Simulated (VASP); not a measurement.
A run of VASP 6.6.1 is set up as follows.

File POSCAR:

```
Ru
1.0
    2.7021436369      0.0000000000      0.0000000000
   -1.3510718184      2.3401250342      0.0000000000
    0.0000000000      0.0000000000      4.2679422937
Ru
2
Direct
    0.6666666667      0.3333333333      0.7500000000
    0.3333333333      0.6666666667      0.2500000000
```

Contents of INCAR.step1:

```
PREC = Accurate ; ENCUT = 520
ISMEAR = -1 ; SIGMA = 0.05
LREAL = False ; LASPH = True
NELM = 60 ; NBANDS = 21
GGA = PE ; ALGO = Normal
EDIFF = 1E-4 ; LWAVE = True
LCHARG = False
```

The input INCAR.step2:

```
PREC = Accurate ; ENCUT = 520
EDIFF = 1E-6 ; ISMEAR = -1
SIGMA = 0.05 ; LREAL = False
LASPH = True ; NELM = 60
ALGO = Normal ; ISIF = 2
LWAVE = False ; LCHARG = True
METAGGA = R2SCAN ; LMIXTAU = True
LELF = True ; LVHAR = True
NBANDS = 21 ; ISTART = 1
```

KPOINTS

```
regular mesh
0
Gamma
  11 11 6
```

Potentials or basis: VASP PAW PBE potentials, release 64 (Ru_pv).

The run is started by

```sh
$ cat potpaw_PBE.64/Ru_pv/POTCAR > POTCAR
$ cp INCAR.step1 INCAR
$ mpirun -np 1 vasp_std > vasp.out
$ cp INCAR.step2 INCAR
$ mpirun -np 1 vasp_std > vasp.out
```

Task: Predict the pressure.

Result: 1.5 GPa.

Task: Estimate the band gap on the k mesh.

Result: Zero (bands 14 and 15 overlap by 3.24 eV).

Stress tensor (GPa, compression positive):
```
1.49 0.00 0.00
0.00 1.49 0.00
0.00 0.00 1.65
```

Caveat: an empty level that is flat over the whole mesh can mark a ghost state of the potentials, or a narrow d or f band; the PAW data sets were made with another functional, which shifts forces and pressure a little.
